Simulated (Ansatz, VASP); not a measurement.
Two plane-wave programs on Hg

```
CELL_PARAMETERS angstrom
1.87786 1.08418 2.15473
-1.87786 1.08418 2.15473
0.00000 -2.16837 2.15473
ATOMIC_POSITIONS crystal
Hg 0.00000 0.00000 0.00000
```

Alike in both runs: task single point; functional r2SCAN; k mesh 16 × 16 × 16; occupations fermi-dirac, width 0.1 eV; no spin polarisation.

|  | VASP | Ansatz |
| --- | --- | --- |
| version | VASP 6.6.1 | Ansatz 0.2.0 |
| potentials or method | VASP PAW PBE potentials, release 64 (Hg), cutoff 520 eV | plane waves (500 eV) with PAW, scalar-relativistic |
| valence electrons in the cell | 12 | 20 |

```csv
,VASP,Ansatz,Ansatz less VASP
pressure (GPa),0.4,0.1,-0.36
"traceless stress, the component that is largest in VASP (GPa)",-0.09,-0.22,-0.136
```

VASP's potentials were made for PBE, not for r2SCAN. The functional is the same, so the differences come from potentials, cutoffs and numerics. VASP's potentials hold 12 valence electrons a cell and Ansatz's 20, so a difference there can come from the potentials and not from the codes.

Spin-orbit coupling is off throughout.
